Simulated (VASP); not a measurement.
# SnO: single point with PBE+D3(BJ)

The system is SnO.

```
Sn O
1.0
     3.83670    0.00000    0.00000
     0.00000    3.83670    0.00000
     0.00000    0.00000    4.76052
Sn O
2 2
Direct
  0.50000 0.00000 0.24340
  0.00000 0.50000 0.75660
  0.00000 0.00000 0.00000
  0.50000 0.50000 0.00000
```

```
Program                : VASP 6.6.1
Task                   : single point
Functional             : PBE
Dispersion             : D3(BJ)
Potentials or basis    : VASP PAW PBE potentials, release 64 (Sn_d, O)
Cutoff                 : 520 eV
k mesh                 : 10 × 10 × 8
Occupations            : gaussian, width 0.02 eV
Spin                   : no spin polarisation
Dipole correction      : no
Further INCAR settings : ALGO = Normal; EDIFF = 1e-07; NBANDS = 28
```

```
Pressure                   : 0.2 GPa
Largest force              : 0.078 eV/Å
Band gap on the k mesh     : zero (filled and empty bands touch)
Dispersion energy per atom : -0.235 eV
```

Forces on the atoms (eV/Å):
```
Sn   0.000  0.000  0.078
Sn   0.000  0.000 -0.078
O    0.000  0.000  0.000
O    0.000  0.000  0.000
```

Levels at points of the mesh, in eV from the Fermi level:
```tsv
k point	band 16	band 17	band 18	band 19	band 20	band 21	band 22	band 23	band 24	band 25
(0.00, 0.00, 0.00)	-6.10	-3.35	-3.06	-3.06	-0.01	2.15	4.52	4.52	4.67	5.85
(0.50, 0.00, 0.00)	-4.83	-4.70	-4.70	-2.68	-2.68	3.28	3.28	5.79	5.79	6.12
(0.50, 0.50, 0.00)	-4.94	-2.41	-2.41	-1.86	-1.86	-0.01	-0.01	4.54	4.54	7.44
(0.00, 0.00, 0.50)	-3.43	-3.08	-3.08	-3.01	-2.09	1.71	2.82	2.82	3.56	8.11
(0.50, 0.00, 0.50)	-5.34	-4.65	-4.65	-1.68	-1.68	2.69	2.69	5.27	5.27	6.74
(0.50, 0.50, 0.50)	-5.47	-2.74	-2.74	-2.41	-2.41	2.33	2.33	4.22	4.22	5.60
```

Wall time 2.5 min on 1 thread of Intel(R) Xeon(R) Platinum 8259CL CPU @ 2.50GHz (Skylake/Cascade Lake), with other jobs on the host, peak memory 0.29 GiB.

Caveat: semilocal functionals underestimate gaps, and a narrow one can read as zero; spin-orbit coupling is left out, which moves the levels of the heavy elements.
